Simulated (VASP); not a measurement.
NaCl, 2 atoms in the cell. It takes space group Fm-3m (No. 225, cubic). The conventional cell has a = 5.605 Å, b = 5.605 Å, c = 5.605 Å, α = 90.00°, β = 90.00°, γ = 90.00°. Within 3.7 Å of Na (site symmetry m-3m) lie 6 Cl at 2.80 Å. Cl (site symmetry m-3m) has 6 Na at 2.80 Å within 3.7 Å. 

- Program: VASP 6.6.1
- Task: single point
- Functional: r2SCAN
- Potentials or basis: VASP PAW PBE potentials, release 64 (Na_pv, Cl)
- Cutoff: 520 eV
- k mesh: 6 × 6 × 6
- Occupations: gaussian, width 0.05 eV
- Spin: no spin polarisation
- Dipole correction: no
- Further INCAR settings: ALGO = Normal; EDIFF = 1e-06; NBANDS = 14

Potentials or basis: VASP PAW PBE potentials, release 64 (Na_pv, Cl).

Command:

```sh
$ cat potpaw_PBE.64/Na_pv/POTCAR potpaw_PBE.64/Cl/POTCAR > POTCAR
$ cp INCAR.step1 INCAR
$ mpirun -np 1 vasp_std > vasp.out
$ cp INCAR.step2 INCAR
$ mpirun -np 1 vasp_std > vasp.out
```

Hardware: 1 thread of AMD EPYC 9R45 96-Core Processor (Zen 5) (shared host).

**Question.** Estimate the wall time of this run.

**Answer.** Run time: 26 s on 1 thread of AMD EPYC 9R45 96-Core Processor (Zen 5) (shared host), peak memory 0.14 GiB. Counts: k points 16.
